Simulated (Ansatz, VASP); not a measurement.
**One calculation of Br, two programs**

```
Br
1.0
    -1.82090    1.82090    1.82090
     1.82090   -1.82090    1.82090
     1.82090    1.82090   -1.82090
Br
1
Direct
  0.00000 0.00000 0.00000
```

Change from the starting cell: volume scaled by 0.9, PAW files.

Alike in both runs: task single point; functional PBE; k mesh 16 × 16 × 16; occupations fermi-dirac, width 0.08 eV; no spin polarisation.

|  | VASP | Ansatz |
| --- | --- | --- |
| version | VASP 6.6.1 | Ansatz 0.2.0 |
| potentials or method | VASP PAW PBE potentials, release 64 (Br) | PAW with Ansatz's default frozen-core files, scalar-relativistic |
| plane-wave cutoff (eV) | 520 | 420 |
| valence electrons in the cell | 7 | 7 |

```csv
,VASP,Ansatz,Ansatz less VASP
pressure (GPa),3.9,3.9,-0.02
```
